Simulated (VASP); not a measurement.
# Ca (I4/mmm) in VASP: further runs

The runs below take Ca through single point, with PBEsol.

Everything below comes from runs of VASP 6.6.1. Logs are shortened: lines on timing, memory, paths and dates and some standing lists are left out, and cuts for length are marked.

## Step 1: The cell of the first run

The structure is tetragonal, space group I4/mmm (No. 139). The conventional cell has a = 4.068 Å, b = 4.068 Å, c = 4.048 Å, α = 90.00°, β = 90.00°, γ = 90.00°. Within 4.6 Å of Ca (site symmetry 4/mmm) lie 14 Ca at 3.52 to 4.07 Å.

This isn't the form of Ca at room conditions, which is fcc.

## Step 2: Single point, PBEsol (equal strain along all axes, cell held: -6.0 %)

The input, INCAR:

```
PREC = Accurate
ENCUT = 520
EDIFF = 1E-6
ISMEAR = 0
SIGMA = 0.1
LREAL = F
LASPH = T
NELM = 100
ALGO = Fast
ISIF = 2
LWAVE = F
LCHARG = F
GGA = PS
NBANDS = 17
```

The input, KPOINTS:

```
Automatic mesh
0
Gamma
  10 10 10
```

The input, POSCAR:

```
Ca
1.0
    4.0678692598      0.0000000000      0.0000000000
    0.0000000000      4.0678692598      0.0000000000
    0.0000000000      0.0000000000      4.0477239377
Ca
2
Direct
    0.0000000000      0.0000000000      0.5000000000
    0.5000000000      0.5000000000      0.0000000000
```

Potentials or basis: VASP PAW PBE potentials, release 64 (Ca_sv).

Run with:

```
$ cat potpaw_PBE.64/Ca_sv/POTCAR > POTCAR
$ mpirun -np 1 vasp_std > vasp.out
```

OUTCAR:

```text
PREC = Accurate
   ENCUT = 520
   EDIFF = 1E-6
   ISMEAR = 0
   LREAL = F
   LASPH = T
   NELM = 100
   ISIF = 2
   GGA = PS

 ion  position               nearest neighbor table
   1  0.000  0.000  0.500-
   2  0.500  0.500  0.000-

  LATTYP: Found a simple tetragonal cell.
 ALAT       =     4.0678692598
 C/A-ratio  =     0.9950476968

  Lattice vectors:

 A1 = (   4.0678692598,   0.0000000000,   0.0000000000)
 A2 = (   0.0000000000,   4.0678692598,   0.0000000000)
 A3 = (   0.0000000000,   0.0000000000,   4.0477239377)

Analysis of symmetry for initial positions (statically):
=====================================================================
 Subroutine PRICEL returns following result:

  LATTYP: Found a body centered tetragonal cell.
 ALAT       =     4.0678692598
 C/A-ratio  =     0.9950476968

  Lattice vectors:

 A1 = (  -2.0339346299,  -2.0339346299,  -2.0238619688)
 A2 = (   2.0339346299,   2.0339346299,  -2.0238619689)
 A3 = (   2.0339346299,  -2.0339346299,   2.0238619688)

   2 primitive cells build up your supercell.

 Routine SETGRP: Setting up the symmetry group for a
 simple tetragonal supercell.

 Subroutine GETGRP returns: Found 16 space group operations
 (whereof 16 operations were pure point group operations)
 out of a pool of 16 trial point group operations.

The static configuration has the point symmetry D_4h.

Analysis of symmetry for dynamics (positions and initial velocities):
=====================================================================
 Subroutine PRICEL returns following result:

  LATTYP: Found a body centered tetragonal cell.
 ALAT       =     4.0678692598
 C/A-ratio  =     0.9950476968

  Lattice vectors:

 A1 = (  -2.0339346299,  -2.0339346299,  -2.0238619688)
 A2 = (   2.0339346299,   2.0339346299,  -2.0238619689)
 A3 = (   2.0339346299,  -2.0339346299,   2.0238619688)

   2 primitive cells build up your supercell.

 Routine SETGRP: Setting up the symmetry group for a
 simple tetragonal supercell.

 Subroutine GETGRP returns: Found 16 space group operations
 (whereof 16 operations were pure point group operations)
 out of a pool of 16 trial point group operations.

The dynamic configuration has the point symmetry D_4h.

 Subroutine INISYM returns: Found 16 space group operations
[... 90 lines left out ...]
   LNONCOLLINEAR =      F non collinear calculations
   LSORBIT =      F    spin-orbit coupling
   LASPH  =      T    aspherical Exc in radial PAW
   ENCUT  =  520.0 eV  38.22 Ry    6.18 a.u.   7.56  7.56  7.53*2*pi/ulx,y,z
   NELM   =    100;   NELMIN=  2; NELMDL= -5     # of ELM steps
   EDIFF  = 0.1E-05   stopping-criterion for ELM
   LREAL  =      F    real-space projection
   EDIFFG = 0.1E-04   stopping-criterion for IOM
   NSW    =      0    number of steps for IOM
   IBRION =     -1    ionic relax: 0-MD 1-quasi-New 2-CG
   NFREE  =      0    steps in history (QN), initial steepest desc. (CG)
   ISIF   =      2    stress and relaxation
   ISYM   =      2    0-nonsym 1-usesym 2-fastsym
   POTIM  = 0.5000    time-step for ionic-motion
   TEBEG  =    0.0;   TEEND  =   0.0 temperature during run
   PSTRESS=    0.0 pullay stress
   NELECT =      20.0000    total number of electrons
   NUPDOWN=      -1.0000    fix difference up-down
   EMIN   =  10.00;   EMAX   =-10.00  energy-range for DOS
   EFERMI =   0.00;   METHOD = LEGACY
   ISMEAR =     0;   SIGMA  =   0.10  broadening in eV -4-tet -1-fermi 0-gaus
   EFERMI_NEDOS =   21; number of points for ismear=-14 and -15
   IALGO  =     68    algorithm
   IMIX   =      4    mixing-type and parameters
     AMIX     =   0.40;   BMIX     =  1.00
     AMIX_MAG =   1.60;   BMIX_MAG =  1.00
  volume/ion in A,a.u.               =      33.49       226.00
  Fermi-wavevector in a.u.,A,eV,Ry     =   1.094216  2.067769 16.290384  1.197309
  Thomas-Fermi vector in A             =   2.230517
   LORBIT       =      0    0 simple, 1 ext, 2 COOP (PROOUT), +10 PAW based schemes
   GGA     = PS    functional components
   LHFCALC =     F    Hartree Fock is set to
   AEXX    =    0.0000 exact exchange contribution
   IVDW    =     0    specifies the selected vdW correction
   LEPSILON=     F    determine dielectric tensor
   LRPA    =     F    only Hartree local field effects (RPA)
 non-spin polarized calculation
 RMM-DIIS sequential band-by-band and
 Gauss-broadening in eV      SIGMA  =   0.10
  energy-cutoff  :      520.00
  volume of cell :       66.98
 maximum number of plane-waves:      1848
   NGX = 15   NGY = 15   NGZ = 15

 number of electron      20.0000006 magnetization

 Free energy of the ion-electron system (eV)
  ---------------------------------------------------
  ext. energy  EPLUGINS =         0.00000000
  ---------------------------------------------------
  free energy    TOTEN  =        -4.08186001 eV

  energy without entropy =       -4.07025018  energy(sigma->0) =       -4.07605509

 E-fermi :   2.9095     XC(G=0):  -8.5776

 val. band max:        2.8947623697   @ k =   0.3000   0.2000   0.3000
 cond. band min:       2.9143159673   @ k =   0.2000   0.1000   0.2000
 fundamental gap:      0.0195535976
 Fermi energy:         2.9095200472

 k-point     1 :       0.0000    0.0000    0.0000
  band No.  band energies     occupation
      1     -38.4055      2.00000
      2     -38.3305      2.00000
      3     -19.5660      2.00000
      4     -19.5660      2.00000
      5     -19.5637      2.00000
      6     -19.3419      2.00000
[... 457 lines left out ...]
      4     -19.5385      2.00000
      5     -19.5210      2.00000
      6     -19.4104      2.00000
[... 9 lines left out ...]
     16       6.2358      0.00000
     17       6.4230      0.00000

 [... further k-points ...]

------------------------ aborting loop because EDIFF is reached ----------------------------------------

  FORCE on cell =-STRESS in cart. coord.  units (eV):
  Direction    XX          YY          ZZ          XY          YZ          ZX
  --------------------------------------------------------------------------------------
  -------------------------------------------------------------------------------------
  Total        1.7669332      1.7669332      1.7798895      0.0000000     -0.0000000     -0.0000000
  in kB       42.2654851     42.2654851     42.5754038      0.0000000     -0.0000000     -0.0000000
  external PRESSURE =      42.3687913 kB  Pullay stress =       0.0000000 kB

 VOLUME and BASIS-vectors are now :
 -----------------------------------------------------------------------------
  energy-cutoff  :      520.00
  volume of cell :       66.98
      direct lattice vectors                 reciprocal lattice vectors
     4.067869260  0.000000000  0.000000000     0.245828943  0.000000000  0.000000000
     0.000000000  4.067869260  0.000000000     0.000000000  0.245828943  0.000000000
     0.000000000  0.000000000  4.047723938     0.000000000  0.000000000  0.247052421

 POSITION                                       TOTAL-FORCE (eV/Angst)
 -----------------------------------------------------------------------------------
      0.00000      0.00000      2.02386         0.000000      0.000000     -0.000000
      2.03393      2.03393      0.00000        -0.000000     -0.000000      0.000000
 -----------------------------------------------------------------------------------
    total drift:                                0.000000      0.000000     -0.000000

  FREE ENERGIE OF THE ION-ELECTRON SYSTEM (eV)
  ---------------------------------------------------
  free  energy   TOTEN  =        -4.0818600081 eV

  energy  without entropy=       -4.0702501777  energy(sigma->0) =       -4.07605509
```

stdout:

```text
POSCAR found type information on POSCAR Ca
 POSCAR found :  1 types and       2 ions
 scaLAPACK will be used
 -----------------------------------------------------------------------------
|                                                                             |
|                                                                             |
|     You enforced a specific xc type in the INCAR file but a different       |
|     I HOPE YOU KNOW WHAT YOU ARE DOING!                                     |
|                                                                             |
 -----------------------------------------------------------------------------

 LDA part: xc-table for (Slater+PW92), standard interpolation
 POSCAR, INCAR and KPOINTS ok, starting setup
 FFT: planning ... GRIDC
 FFT: planning ... GRID_SOFT
 FFT: planning ... GRID
 WAVECAR not read
 entering main loop
WARNING in EDDRMM: call to ZHEGV failed, returncode =   6  3     13
```

It took 2.1 min on 1 thread of Intel Xeon Platinum 8488C (Sapphire Rapids), shared host; peak memory 0.24 GiB.

What came out:

- Free energy: -4.0819 eV
- Pressure: 4.2 GPa
- Band gap on the k mesh: zero (bands 10 and 11 overlap by 0.65 eV)

Caveat: the cell differs from its parent crystal (equal strain along all axes, cell held: -6.0 %); the cell stands under pressure; the PAW data sets were made with another functional, which shifts forces and pressure a little.

## Step 3: Single point, PBEsol

This run uses another cell than the first one, of 40.32 Å³/atom.

The input, INCAR:

```
SYSTEM = Ca
PREC = Accurate
ENCUT = 520
EDIFF = 1E-7
ISMEAR = 0
SIGMA = 0.1
LREAL = .False.
LASPH = .True.
NELM = 80
ALGO = Fast
ISIF = 2
LWAVE = .False.
LCHARG = .False.
GGA = PS
NBANDS = 17
```

The input, KPOINTS:

```
Automatic mesh
0
Gamma
  10 10 10
  0 0 0
```

The input, POSCAR:

```
Ca
1.0
    4.3275204891      0.0000000000      0.0000000000
    0.0000000000      4.3275204891      0.0000000000
    0.0000000000      0.0000000000      4.3060892954
Ca
2
Direct
    0.0000000000      0.0000000000      0.5000000000
    0.5000000000      0.5000000000      0.0000000000
```

Potentials or basis: VASP PAW PBE potentials, release 64 (Ca_sv).

Run with:

```
$ cat potpaw_PBE.64/Ca_sv/POTCAR > POTCAR
$ mpirun -np 1 vasp_std > vasp.out
```

It took 2.2 min on 1 thread of Intel Xeon Platinum 8488C (Sapphire Rapids), shared host; peak memory 0.27 GiB.

It converged, with:

```yaml
Free_energy: -4.2429 eV
Pressure: 0.0 GPa
Band_gap_on_the_k_mesh: zero (bands 10 and 11 overlap by 0.37 eV)
```

Levels at points of the mesh, in eV from the Fermi level:
| k point | band 7 | band 8 | band 9 | band 10 | band 11 | band 12 | band 13 | band 14 |
| --- | --- | --- | --- | --- | --- | --- | --- | --- |
| (0.00, 0.00, 0.00) | -22.76 | -22.76 | -4.17 | -0.02 | -0.01 | 2.32 | 2.35 | 2.35 |
| (0.50, 0.00, 0.00) | -22.82 | -22.82 | -2.06 | -2.06 | 1.42 | 1.42 | 2.19 | 2.19 |
| (0.50, 0.50, 0.00) | -22.76 | -22.76 | -0.96 | -0.96 | 0.00 | 0.00 | 1.35 | 1.35 |
| (0.00, 0.00, 0.50) | -22.82 | -22.82 | -2.04 | -2.04 | 1.43 | 1.43 | 2.19 | 2.19 |
| (0.50, 0.00, 0.50) | -22.77 | -22.77 | -0.95 | -0.95 | 0.02 | 0.02 | 1.32 | 1.32 |
| (0.50, 0.50, 0.50) | -22.85 | -22.85 | 0.33 | 0.33 | 0.33 | 0.33 | 0.34 | 0.34 |

Caveat: the PAW data sets were made with another functional, which shifts forces and pressure a little.

## Step 4: Single point, PBEsol (equal strain along all axes, cell held: +2.0 %)

The input, INCAR:

```
PREC = Accurate ; ENCUT = 520
EDIFF = 1E-6 ; ISMEAR = 0
SIGMA = 0.1 ; LREAL = False
LASPH = True ; NELM = 80
ALGO = Fast ; ISIF = 2
LWAVE = False ; LCHARG = True
GGA = PS ; LELF = True
LVHAR = True ; NBANDS = 17
```

The input, KPOINTS:

```
Automatic mesh
0
Gamma
  10 10 10
```

The input, POSCAR:

```
Ca
1.0
    4.4140708989      0.0000000000      0.0000000000
    0.0000000000      4.4140708989      0.0000000000
    0.0000000000      0.0000000000      4.3922110813
Ca
2
Direct
    0.0000000000      0.0000000000      0.5000000000
    0.5000000000      0.5000000000      0.0000000000
```

Potentials or basis: VASP PAW PBE potentials, release 64 (Ca_sv).

Run with:

```
$ cat potpaw_PBE.64/Ca_sv/POTCAR > POTCAR
$ mpirun -np 1 vasp_std > vasp.out
```

OUTCAR:

```text
PREC = Accurate
   ENCUT = 520
   EDIFF = 1E-6
   ISMEAR = 0
   LREAL = False
   LASPH = True
   NELM = 80
   ISIF = 2
   GGA = PS

 ion  position               nearest neighbor table
   1  0.000  0.000  0.500-
   2  0.500  0.500  0.000-

  LATTYP: Found a simple tetragonal cell.
 ALAT       =     4.4140708989
 C/A-ratio  =     0.9950476968

  Lattice vectors:

 A1 = (   4.4140708989,   0.0000000000,   0.0000000000)
 A2 = (   0.0000000000,   4.4140708989,   0.0000000000)
[... 685 lines left out ...]
 [... further k-points ...]

------------------------ aborting loop because EDIFF is reached ----------------------------------------

  FORCE on cell =-STRESS in cart. coord.  units (eV):
  Direction    XX          YY          ZZ          XY          YZ          ZX
  --------------------------------------------------------------------------------------
  -------------------------------------------------------------------------------------
  Total       -0.4598439     -0.4598439     -0.4674198      0.0000000     -0.0000000      0.0000000
  in kB       -8.6091286     -8.6091286     -8.7509639      0.0000000     -0.0000000      0.0000000
  external PRESSURE =      -8.6564070 kB  Pullay stress =       0.0000000 kB

 VOLUME and BASIS-vectors are now :
 -----------------------------------------------------------------------------
  energy-cutoff  :      520.00
  volume of cell :       85.58
      direct lattice vectors                 reciprocal lattice vectors
     4.414070899  0.000000000  0.000000000     0.226548241  0.000000000  0.000000000
     0.000000000  4.414070899  0.000000000     0.000000000  0.226548241  0.000000000
     0.000000000  0.000000000  4.392211081     0.000000000  0.000000000  0.227675761

 POSITION                                       TOTAL-FORCE (eV/Angst)
 -----------------------------------------------------------------------------------
      0.00000      0.00000      2.19611        -0.000000      0.000000     -0.000000
      2.20704      2.20704      0.00000         0.000000     -0.000000      0.000000
 -----------------------------------------------------------------------------------
    total drift:                                0.000000      0.000000      0.000000

  FREE ENERGIE OF THE ION-ELECTRON SYSTEM (eV)
  ---------------------------------------------------
  free  energy   TOTEN  =        -4.2307363044 eV

  energy  without entropy=       -4.2137520664  energy(sigma->0) =       -4.22224419
```

OSZICAR:

```text
N       E                     dE             d eps       ncg     rms          rms(c)
DAV:   1     0.169729939112E+03    0.16973E+03   -0.99741E+03  4284   0.105E+03
DAV:   2     0.516184103604E+01   -0.16457E+03   -0.16263E+03  4756   0.314E+02
DAV:   3    -0.388596981538E+01   -0.90478E+01   -0.89673E+01  8272   0.538E+01
DAV:   4    -0.422653976230E+01   -0.34057E+00   -0.33935E+00  5458   0.107E+01
DAV:   5    -0.424343137782E+01   -0.16892E-01   -0.16880E-01  7327   0.154E+00    0.324E+00
RMM:   6    -0.423420686751E+01    0.92245E-02   -0.14123E-02  4585   0.131E+00    0.200E+00
RMM:   7    -0.423041298396E+01    0.37939E-02   -0.42431E-02  4892   0.246E+00    0.144E-01
RMM:   8    -0.423044637649E+01   -0.33393E-04   -0.90921E-03  5543   0.842E-01    0.374E-02
RMM:   9    -0.423064389400E+01   -0.19752E-03   -0.28444E-03  6448   0.401E-01    0.489E-02
RMM:  10    -0.423071481371E+01   -0.70920E-04   -0.51027E-04  6593   0.160E-01    0.685E-02
RMM:  11    -0.423072206112E+01   -0.72474E-05   -0.35078E-04  6500   0.143E-01    0.280E-02
RMM:  12    -0.423073063775E+01   -0.85766E-05   -0.10158E-04  6641   0.616E-02    0.246E-02
RMM:  13    -0.423073800880E+01   -0.73711E-05   -0.48450E-05  6522   0.439E-02    0.473E-02
RMM:  14    -0.423073451669E+01    0.34921E-05   -0.12936E-05  5883   0.266E-02    0.237E-02
RMM:  15    -0.423073573985E+01   -0.12232E-05   -0.87115E-06  5517   0.248E-02    0.305E-03
RMM:  16    -0.423073630440E+01   -0.56455E-06   -0.18073E-06  4343   0.104E-02
   1 F= -.42307363E+01 E0= -.42222442E+01  d E =-.169842E-01
```

stdout:

```text
POSCAR found type information on POSCAR Ca
 POSCAR found :  1 types and       2 ions
 scaLAPACK will be used
 -----------------------------------------------------------------------------
|                                                                             |
|                                                                             |
|     You enforced a specific xc type in the INCAR file but a different       |
|     I HOPE YOU KNOW WHAT YOU ARE DOING!                                     |
|                                                                             |
 -----------------------------------------------------------------------------

 LDA part: xc-table for (Slater+PW92), standard interpolation
 POSCAR, INCAR and KPOINTS ok, starting setup
 FFT: planning ... GRIDC
 FFT: planning ... GRID_SOFT
 FFT: planning ... GRID
 WAVECAR not read
 entering main loop
WARNING in EDDRMM: call to ZHEGV failed, returncode =   8  4     12
```

Run time: 2.8 min. Hardware: 1 thread of Intel Xeon Platinum 8488C (Sapphire Rapids), shared host; peak memory 0.3 GiB.

Results:

```
Free energy            : -4.2307 eV
Pressure               : -0.9 GPa
Band gap on the k mesh : zero (bands 10 and 11 overlap by 0.38 eV)
```

Caveat: the cell differs from its parent crystal (equal strain along all axes, cell held: +2.0 %); the PAW data sets were made with another functional, which shifts forces and pressure a little.

(Part 1 of 2 ends here.)
